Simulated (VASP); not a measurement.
Wanted: the native input for a VASP 6.6.1 run.

```yaml
Task: relaxation of shape and atoms at fixed volume
Functional: PBE
Potentials_or_basis: VASP PAW PBE potentials, release 64 (C)
Cutoff: 600 eV
k_mesh: 12 × 12 × 4
Occupations: gaussian, width 0.02 eV
Spin: no spin polarisation
Dipole_correction: no
Further_INCAR_settings: ALGO = Normal; EDIFF = 1e-06; IBRION = 2; EDIFFG = -0.01; NSW = 50; ISIF = 4
```

The structure of C lies in POSCAR:

```
C
1.0
    2.4665312506      0.0000000000      0.0000000000
   -1.2332656253      2.1360787223      0.0000000000
    0.0000000000      0.0000000000      8.1356178161
C
8
Direct
    0.0000000000      0.0000000000      0.0929602829
    0.0000000000      0.0000000000      0.5929602829
    0.0000000000      0.0000000000      0.4070397171
    0.0000000000      0.0000000000      0.9070397171
    0.3333333333      0.6666666667      0.1555771977
    0.6666666667      0.3333333333      0.6555771977
    0.3333333333      0.6666666667      0.3444228023
    0.6666666667      0.3333333333      0.8444228023
```

The input as run:

INCAR

```
SYSTEM = C
  PREC = Accurate
  ENCUT = 600
  EDIFF = 1E-6
  ISMEAR = 0
  SIGMA = 0.02
  LREAL = .FALSE.
  LASPH = .TRUE.
  NELM = 60
  ALGO = Normal
  ISIF = 4
  LWAVE = .FALSE.
  LCHARG = .FALSE.
  GGA = PE
  IBRION = 2
  NSW = 50
  EDIFFG = -0.01
```

KPOINTS

```
regular mesh
0
G
  12 12 4
  0 0 0
```

Potentials or basis: VASP PAW PBE potentials, release 64 (C).

Command:

```console
$ cat potpaw_PBE.64/C/POTCAR > POTCAR
$ mpirun -np 1 vasp_std > vasp.out
```

Results of the run:

The energy gained by relaxing is 0.0 meV/atom, the ionic steps are 3 and the pressure after relaxing is 30.2 GPa. The largest force after relaxing is 0.005 eV/Å and the band gap on the k mesh is 4.68 eV (least direct gap 5.42 eV).

Wall time 53 s on 1 thread of AMD EPYC 9R45 96-Core Processor (Zen 5), on a shared host, peak memory 0.16 GiB.
